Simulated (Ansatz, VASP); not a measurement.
## Se in VASP and in Ansatz

```
CELL_PARAMETERS angstrom
2.76947 0.00000 0.00000
0.00000 2.76947 0.00000
0.00000 0.00000 2.76947
ATOMIC_POSITIONS crystal
Se 0.00000 0.00000 0.00000
```

Alike in both runs: functional LDA; k mesh 11 × 11 × 11; occupations fermi-dirac, width 0.1 eV; no spin polarisation.

Ansatz relaxed the structure, and its values are those at the end. VASP's run is a single point on that final structure, the one shown.

|  | VASP | Ansatz |
| --- | --- | --- |
| version | VASP 6.6.1 | Ansatz 0.2.0 |
| potentials or method | VASP PAW LDA potentials, release 64 (Se), cutoff 520 eV | plane waves (420 eV) with PAW, scalar-relativistic |
| valence electrons in the cell | 6 | 16 |

|  | VASP | Ansatz | Ansatz less VASP |
| --- | --- | --- | --- |
| pressure (GPa) | 0.1 | 0.0 | -0.18 |

Ansatz warns that its potentials were made for another functional, while VASP's fit it. LDA's correlation is that of Perdew and Zunger in VASP and of Perdew and Wang (1992) in Ansatz. VASP's potentials hold 6 valence electrons a cell and Ansatz's 16, so a difference there can come from the potentials and not from the codes.
